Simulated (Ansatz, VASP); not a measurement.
One calculation of SiC, two programs

```xyz
4
Lattice="3.0920 0.0000 0.0000 -1.5460 2.6778 0.0000 0.0000 0.0000 5.0739" Properties=species:S:1:pos:R:3 pbc="T T T"
Si    0.0000    1.7852    0.0232
Si    1.5460    0.8926    2.5601
C     0.0000    1.7852    2.1573
C     1.5460    0.8926    4.6942
```

Alike in both runs: task single point; functional PBE; k mesh 12 × 12 × 6; occupations gaussian, width 0.05 eV; no spin polarisation.

|  | VASP | Ansatz |
| --- | --- | --- |
| version | VASP 6.6.1 | Ansatz 0.2.0 |
| potentials or method | VASP PAW PBE potentials, release 64 (Si, C), cutoff 520 eV | scalar-relativistic, plane waves, PAW |
| valence electrons in the cell | 16 | 16 |

```csv
,VASP,Ansatz,Ansatz less VASP
gap on the k mesh at the Fermi level (eV),1.56,1.57,+0.007
least direct gap on the mesh (eV),3.53,3.52,-0.005
pressure (GPa),3.7,3.8,+0.07
"traceless stress, the component that is largest in VASP (GPa)",-8.79,-8.83,-0.037
rms of the force components (eV/Å),1.275,1.272,-0.0027
```

Atom by atom the forces differ by 0.003 eV/Å (rms over components). With one functional, cell and mesh, what is left measures potentials, basis and numerics.
